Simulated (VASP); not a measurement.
Set up this calculation in VASP 6.6.1, as the native input.

- Task: single point
- Functional: PBEsol
- Potentials or basis: VASP PAW PBE potentials, release 64 (Ba_sv, Zr_sv, O)
- Cutoff: 520 eV
- k mesh: 6 × 6 × 6
- Occupations: fermi-dirac, width 0.05 eV
- Spin: no spin polarisation
- Dipole correction: no
- Further INCAR settings: ALGO = Normal; EDIFF = 1e-06; NBANDS = 28

The structure of BaZrO3 lies in POSCAR:

```
BaZrO3
1.0
    4.2735440071      0.0000000000      0.0000000000
    0.0000000000      4.2735440071      0.0000000000
    0.0000000000      0.0000000000      4.2735440071
Ba Zr O
1 1 3
Direct
    0.0000000000      0.0000000000      0.0000000000
    0.5000000000      0.5000000000      0.5000000000
    0.5000000000      0.5000000000      0.0000000000
    0.5000000000      0.0000000000      0.5000000000
    0.0000000000      0.5000000000      0.5000000000
```

One way to write it, as run:

INCAR

```
PREC     = Accurate       # precision mode
ENCUT    = 520            # plane-wave cutoff, eV
EDIFF    = 1E-6           # SCF threshold, eV
ISMEAR   = -1             # smearing method
SIGMA    = 0.05           # smearing width, eV
LREAL    = F              # projectors in reciprocal space
LASPH    = T              # aspherical terms in the spheres
NELM     = 100            # most SCF steps
ALGO     = Normal         # electronic algorithm
ISIF     = 2              # what is computed and relaxed
LWAVE    = F              # write WAVECAR
LCHARG   = T              # write CHGCAR
GGA      = PS             # functional
LELF     = T              # ELF
LVHAR    = T            
NBANDS   = 28             # bands
```

KPOINTS

```
Automatic mesh
0
Gamma
  6 6 6
```

Potentials or basis: VASP PAW PBE potentials, release 64 (Ba_sv, Zr_sv, O).

Run with:

```console
$ cat potpaw_PBE.64/Ba_sv/POTCAR potpaw_PBE.64/Zr_sv/POTCAR potpaw_PBE.64/O/POTCAR > POTCAR
$ mpirun -np 1 vasp_std > vasp.out
```

It gave:

```json
{
 "Pressure": "-8.4 GPa",
 "Band gap on the k mesh": "2.98 eV (least direct gap 3.26 eV)"
}
```

Caveat: the cell stands under tension; the PAW data sets were made with another functional, which shifts forces and pressure a little; spin-orbit coupling is left out, which moves the levels of the heavy elements.

Run time: 62 s on 1 thread of Intel Xeon 8259CL, with other jobs on the host, peak memory 0.2 GiB.
